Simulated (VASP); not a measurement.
# Ag (P1) in VASP: relaxation of cell and atoms with PBE

Aim: the relaxation of cell and atoms of Ag with PBE.

All numbers are computed with VASP 6.6.1; they aren't measurements. Logs are shortened: lines on timing, memory, paths and dates and some standing lists are left out, and cuts for length are marked.

### Step 1. The cell of the first run

The typed cell holds 4 atoms: a = 2.778 Å, b = 5.671 Å, c = 5.613 Å, α = 119.15°, β = 87.81°, γ = 93.09°.

### Step 2. Relaxation of cell and atoms, PBE

INCAR reads:

```
SYSTEM = Ag
PREC     = Accurate       ! precision mode
ENCUT    = 600            ! plane-wave cutoff, eV
EDIFF    = 1E-6           ! SCF threshold, eV
ISMEAR   = 0              ! smearing method
SIGMA    = 0.2            ! smearing width, eV
LREAL    = .FALSE.        ! projectors in reciprocal space
LASPH    = .TRUE.         ! aspherical terms in the spheres
NELM     = 60             ! most SCF steps
ALGO     = Fast           ! electronic algorithm
ISIF     = 3              ! what is computed and relaxed
LWAVE    = .FALSE.        ! write WAVECAR
LCHARG   = .FALSE.        ! write CHGCAR
GGA      = PE             ! functional
IBRION   = 2              ! ionic algorithm
NSW      = 80             ! ionic steps
EDIFFG   = -0.025         ! ionic threshold
```

KPOINTS reads:

```
regular mesh
0
G
  8 4 4
  0 0 0
```

POSCAR reads:

```
Ag
1.0
    0.0747887544     -0.0178481333      2.7770733028
   -5.6688405470     -0.0593625305     -0.1531690517
    2.7829928623     -4.8732982859      0.1082517344
Ag
4
Direct
    0.5099583247      0.7345503996     -0.0162464316
    0.4767609433      0.2458670886      0.5053400747
    0.4976934201      0.7637491535      0.5067851274
    0.5155873119      0.2558333584      0.0041212295
```

Potentials or basis: VASP PAW PBE potentials, release 64 (Ag).

Started as:

```sh
cat potpaw_PBE.64/Ag/POTCAR > POTCAR
mpirun -np 1 vasp_std > vasp.out
```

OUTCAR:

```text
SYSTEM = Ag
   PREC = Accurate
   ENCUT = 600
   EDIFF = 1E-6
   ISMEAR = 0
   LREAL = .FALSE.
   LASPH = .TRUE.
   NELM = 60
   ISIF = 3
   GGA = PE
   IBRION = 2
   NSW = 80
   EDIFFG = -0.025

 ion  position               nearest neighbor table
   1  0.510  0.735  0.984-   3 2.76   2 2.76   4 2.77   3 2.86   4 2.90   2 2.95
   2  0.477  0.246  0.505-   3 2.74   1 2.76   4 2.78   4 2.84   3 2.93   1 2.95
   3  0.498  0.764  0.507-   2 2.74   1 2.76   4 2.83   1 2.86   4 2.89   2 2.93
   4  0.516  0.256  0.004-   1 2.77   2 2.78   3 2.83   2 2.84   3 2.89   1 2.90

  LATTYP: Found a triclinic cell.
 ALAT       =     2.7781375133
 B/A-ratio  =     2.8462129779
 C/A-ratio  =     2.3209966508
 COS(alpha) =     0.0043344817
 COS(beta)  =     0.4782027688
 COS(gamma) =     0.6911923850

  Lattice vectors:

 A1 = (   0.0747887544,  -0.0178481333,   2.7770733028)
 A2 = (  -2.7362701759,  -4.9683570830,   5.5092292883)
 A3 = (   5.7436293014,   0.0415143972,   2.9302423545)

Analysis of symmetry for initial positions (statically):
=====================================================================
 Subroutine PRICEL returns:
 Original cell was already a primitive cell.

 Routine SETGRP: Setting up the symmetry group for a
 triclinic supercell.

 Subroutine GETGRP returns: Found  1 space group operations
 (whereof  1 operations were pure point group operations)
 out of a pool of  2 trial point group operations.

The static configuration has the point symmetry C_1 .

Analysis of symmetry for dynamics (positions and initial velocities):
=====================================================================
 Subroutine PRICEL returns:
 Original cell was already a primitive cell.

 Routine SETGRP: Setting up the symmetry group for a
 triclinic supercell.

 Subroutine GETGRP returns: Found  1 space group operations
 (whereof  1 operations were pure point group operations)
 out of a pool of  2 trial point group operations.

The dynamic configuration has the point symmetry C_1 .

 Subroutine INISYM returns: Found  1 space group operations
 (whereof  1 operations are pure point group operations),
 and found     1 'primitive' translations

----------------------------------------------------------------------------------------

                                     Primitive cell

  volume of cell :      77.1184

  direct lattice vectors                    reciprocal lattice vectors
     0.074788754 -0.017848133  2.777073303    -0.009762447  0.002429944  0.360369851
    -5.668840547 -0.059362531 -0.153169052    -0.175464864 -0.100111988  0.004081990
     2.782992862 -4.873298286  0.108251734     0.002173124 -0.203989251 -0.001369554

  length of vectors
     2.778137513  5.671220135  5.613003108     0.360510248  0.202056901  0.204005423

  position of ions in fractional coordinates (direct lattice)
     0.509958325  0.734550400  0.983753568
     0.476760943  0.245867089  0.505340075
     0.497693420  0.763749154  0.506785127
     0.515587312  0.255833358  0.004121230

  ion indices of the primitive-cell ions
   primitive index   ion index
                 1           1
                 2           2
                 3           3
                 4           4

----------------------------------------------------------------------------------------

 KPOINTS: regular mesh

Automatic generation of k-mesh.
 Grid dimensions read from file:
 generate k-points for:    8    4    4

 Generating k-lattice:

  Cartesian coordinates                     Fractional coordinates (reciprocal lattice)
    -0.001220306  0.000303743  0.045046231     0.125000000  0.000000000  0.000000000
    -0.043866216 -0.025027997  0.001020498     0.000000000  0.250000000 -0.000000000
     0.000543281 -0.050997313 -0.000342389     0.000000000 -0.000000000  0.250000000

  Length of vectors
     0.045063781  0.050514225  0.051001356

  Shift w.r.t. Gamma in fractional coordinates (k-lattice)
     0.000000000  0.000000000  0.000000000

 Subroutine IBZKPT returns following result:
 ===========================================

 Found     68 irreducible k-points:

 Following reciprocal coordinates:
            Coordinates               Weight
  0.000000  0.000000  0.000000      1.000000
  0.125000 -0.000000 -0.000000      2.000000
  0.250000 -0.000000 -0.000000      2.000000
  0.375000 -0.000000 -0.000000      2.000000
  0.500000 -0.000000 -0.000000      1.000000
 -0.000000  0.250000 -0.000000      2.000000
[... 16 lines left out ...]
  0.500000 -0.000000  0.250000      2.000000
 -0.375000  0.000000  0.250000      2.000000
 [... further k-points ...]
   k-points           NKPTS =     68   k-points in BZ     NKDIM =     68   number of bands    NBANDS=     26
   number of dos      NEDOS =    301   number of ions     NIONS =      4
   total plane-waves  NPLWV =  55296
   dimension x,y,z NGX =    24 NGY =   48 NGZ =   48
   dimension x,y,z NGXF=    48 NGYF=   96 NGZF=   96
   ions per type =               4
   NGX,Y,Z   is equivalent  to a cutoff of  14.36, 14.07, 14.22 a.u.
   NGXF,Y,Z  is equivalent  to a cutoff of  28.72, 28.14, 28.43 a.u.
 SYSTEM =  Ag
   PREC   = accura    normal or accurate (medium, high low for compatibility)
   ISTART =      0    job   : 0-new  1-cont  2-samecut
   ICHARG =      2    charge: 1-file 2-atom 10-const
   ISPIN  =      1    spin polarized calculation?
   LNONCOLLINEAR =      F non collinear calculations
   LSORBIT =      F    spin-orbit coupling
   LASPH  =      T    aspherical Exc in radial PAW
   ENCUT  =  600.0 eV  44.10 Ry    6.64 a.u.   5.55 11.33 11.21*2*pi/ulx,y,z
   NELM   =     60;   NELMIN=  2; NELMDL= -5     # of ELM steps
   EDIFF  = 0.1E-05   stopping-criterion for ELM
   LREAL  =      F    real-space projection
   EDIFFG = -.3E-01   stopping-criterion for IOM
   NSW    =     80    number of steps for IOM
   IBRION =      2    ionic relax: 0-MD 1-quasi-New 2-CG
   NFREE  =      1    steps in history (QN), initial steepest desc. (CG)
   ISIF   =      3    stress and relaxation
   ISYM   =      2    0-nonsym 1-usesym 2-fastsym
   POTIM  = 0.5000    time-step for ionic-motion
   TEBEG  =    0.0;   TEEND  =   0.0 temperature during run
   PSTRESS=    0.0 pullay stress
   NELECT =      44.0000    total number of electrons
   NUPDOWN=      -1.0000    fix difference up-down
   EMIN   =  10.00;   EMAX   =-10.00  energy-range for DOS
   EFERMI =   0.00;   METHOD = LEGACY
   ISMEAR =     0;   SIGMA  =   0.20  broadening in eV -4-tet -1-fermi 0-gaus
   EFERMI_NEDOS =   21; number of points for ismear=-14 and -15
   IALGO  =     68    algorithm
   IMIX   =      4    mixing-type and parameters
     AMIX     =   0.40;   BMIX     =  1.00
     AMIX_MAG =   1.60;   BMIX_MAG =  1.00
  volume/ion in A,a.u.               =      19.28       130.11
  Fermi-wavevector in a.u.,A,eV,Ry     =   1.357812  2.565893 25.084431  1.843654
  Thomas-Fermi vector in A             =   2.484699
   LORBIT       =      0    0 simple, 1 ext, 2 COOP (PROOUT), +10 PAW based schemes
   GGA     = PE    functional components
   LHFCALC =     F    Hartree Fock is set to
   AEXX    =    0.0000 exact exchange contribution
   IVDW    =     0    specifies the selected vdW correction
   LEPSILON=     F    determine dielectric tensor
   LRPA    =     F    only Hartree local field effects (RPA)
 conjugate gradient relaxation of ions
 non-spin polarized calculation
 RMM-DIIS sequential band-by-band and
 Gauss-broadening in eV      SIGMA  =   0.20
  energy-cutoff  :      600.00
  volume of cell :       77.12
 maximum number of plane-waves:      2599
 NGX is ok and might be reduce to    24
   NGX = 11   NGY = 23   NGZ = 23

--------------------------------------- Ionic step        1  -------------------------------------------

 number of electron      44.0000004 magnetization

 Free energy of the ion-electron system (eV)
  ---------------------------------------------------
  ext. energy  EPLUGINS =         0.00000000
  ---------------------------------------------------
  free energy    TOTEN  =       -10.06033437 eV

  energy without entropy =      -10.02881068  energy(sigma->0) =      -10.04457253

------------------------ aborting loop because EDIFF is reached ----------------------------------------

  FORCE on cell =-STRESS in cart. coord.  units (eV):
  Direction    XX          YY          ZZ          XY          YZ          ZX
  --------------------------------------------------------------------------------------
  -------------------------------------------------------------------------------------
  Total        0.6719148      0.3671663     -0.0966795     -0.2791656     -0.0983045      0.4562828
  in kB       13.9593967      7.6280803     -2.0085690     -5.7998174     -2.0423285      9.4795241
  external PRESSURE =       6.5263027 kB  Pullay stress =       0.0000000 kB
[... 95 lines left out ...]
  FREE ENERGIE OF THE ION-ELECTRON SYSTEM (eV)
  ---------------------------------------------------
  free  energy   TOTEN  =       -10.1006525307 eV

  energy  without entropy=      -10.0680696781  energy(sigma->0) =      -10.08436110

[... ionic steps 4 to 53 ...]

--------------------------------------- Ionic step       54  -------------------------------------------

 number of electron      44.0000000 magnetization

------------------------ aborting loop because EDIFF is reached ----------------------------------------

  FORCE on cell =-STRESS in cart. coord.  units (eV):
  Direction    XX          YY          ZZ          XY          YZ          ZX
  --------------------------------------------------------------------------------------
  -------------------------------------------------------------------------------------
  Total        0.0161595      0.0100912      0.0354644      0.0032567      0.0253347      0.0119104
  in kB        0.3615643      0.2257883      0.7935077      0.0728677      0.5668579      0.2664927
  external PRESSURE =       0.4602868 kB  Pullay stress =       0.0000000 kB
[... 61 lines left out ...]
  energy  without entropy=      -10.7417869646  energy(sigma->0) =      -10.75556463

--------------------------------------- Ionic step       56  -------------------------------------------

 number of electron      44.0000000 magnetization

 Free energy of the ion-electron system (eV)
  ---------------------------------------------------
  ext. energy  EPLUGINS =         0.00000000
  ---------------------------------------------------
  free energy    TOTEN  =       -10.76957408 eV

  energy without entropy =      -10.74201575  energy(sigma->0) =      -10.75579491

 E-fermi :   7.6248     XC(G=0): -11.9140

 val. band max:        7.5151074173   @ k =   0.5000  -0.0000  -0.0000
 cond. band min:       7.9279244748   @ k =  -0.1250   0.2500   0.5000
 fundamental gap:      0.4128170575
 Fermi energy:         7.6247603217

 k-point     1 :       0.0000    0.0000    0.0000
  band No.  band energies     occupation
      1       0.3492      2.00000
      2       1.6361      2.00000
      3       1.6679      2.00000
      4       1.6689      2.00000
      5       1.7593      2.00000
      6       3.0930      2.00000
[... 685 lines left out ...]
     25      12.9039      0.00000
     26      12.9456      0.00000

 [... further k-points ...]
[... 5 lines left out ...]
  --------------------------------------------------------------------------------------
  -------------------------------------------------------------------------------------
  Total       -0.0252448     -0.0085515      0.0064862     -0.0017758      0.0164441      0.0037317
  in kB       -0.5642874     -0.1911491      0.1449831     -0.0396931      0.3675687      0.0834131
  external PRESSURE =      -0.2034845 kB  Pullay stress =       0.0000000 kB
[... 19 lines left out ...]
  FREE ENERGIE OF THE ION-ELECTRON SYSTEM (eV)
  ---------------------------------------------------
  free  energy   TOTEN  =       -10.7695740794 eV

  energy  without entropy=      -10.7420157487  energy(sigma->0) =      -10.75579491

 reached required accuracy - stopping structural energy minimisation
```

It took 46 min on 1 thread of Intel Xeon 6975P-C (Granite Rapids), shared host; peak memory 0.32 GiB.

Results:

| Property | Result |
| --- | --- |
| Free energy | -10.7696 eV |
| Relaxed volume | 17.92 Å³/atom |
| Relaxed cell | a = 2.930 Å, b = 5.873 Å, c = 5.874 Å, α = 119.97°, β = 60.13°, γ = 119.77° |
| Space group after relaxing (to 0.05 Å) | Fm-3m (No. 225) |
| Energy gained by relaxing | 177.3 meV/atom |
| Ionic steps | 56 |
| Pressure after relaxing | 0.0 GPa |
| Largest force after relaxing | 0.020 eV/Å |
| Band gap on the k mesh | zero (band 22 reaches 10.09 eV, above the bottom of band 23 at 5.34 eV) |

Forces on the atoms (eV/Å):
```
Ag   0.005 -0.002  0.019
Ag   0.004  0.009 -0.006
Ag  -0.001 -0.003 -0.010
Ag  -0.008 -0.004 -0.003
```

Step by step:
```csv
step,energy change (eV),largest force (eV/Å),pressure (GPa),volume (Å³)
1,0.0000,0.5118,0.65,77.12
3,-0.0403,0.1475,-1.35,78.66
5,-0.0609,0.2938,0.40,76.77
7,-0.1112,0.1148,0.08,76.68
9,-0.1201,0.3816,0.07,76.40
11,-0.1326,0.4396,0.06,76.41
13,-0.2103,0.6707,-0.58,76.28
15,-0.0121,1.9312,5.67,72.27
17,-0.3843,0.8845,-1.08,75.18
19,-0.3758,0.7258,0.55,73.72
21,-0.4458,0.7273,-1.14,74.55
23,-0.5464,0.3781,0.57,72.28
25,-0.5542,0.2953,1.62,71.43
27,-0.5958,0.2707,-1.91,74.01
29,-0.6253,0.2257,-0.46,72.52
31,-0.6371,0.1782,0.03,72.06
33,-0.6494,0.1617,0.92,71.23
35,-0.6558,0.1643,-0.44,72.29
37,-0.6676,0.1100,0.04,71.83
39,-0.6745,0.1046,-0.12,71.90
41,-0.6837,0.1322,0.10,71.70
43,-0.6887,0.1564,0.50,71.34
45,-0.6983,0.1549,-0.53,72.16
47,-0.7034,0.1252,-0.06,71.71
49,-0.7072,0.0423,-0.53,72.08
51,-0.7080,0.0462,-0.12,71.74
53,-0.7086,0.0338,-0.04,71.68
55,-0.7090,0.0319,0.04,71.60
56,-0.7092,0.0199,-0.02,71.68
```

Final structure:
```xyz
4
Lattice="0.7630 -0.4170 2.7977 -5.6744 -0.0492 -1.5140 2.6546 -4.9913 1.5958" Properties=species:S:1:pos:R:3 pbc="T T T"
Ag   -1.2213   -5.2347    1.8490
Ag    0.2894   -2.7201    1.8250
Ag   -2.5481   -2.7397    1.0651
Ag    1.6209   -5.2117    2.6157
```
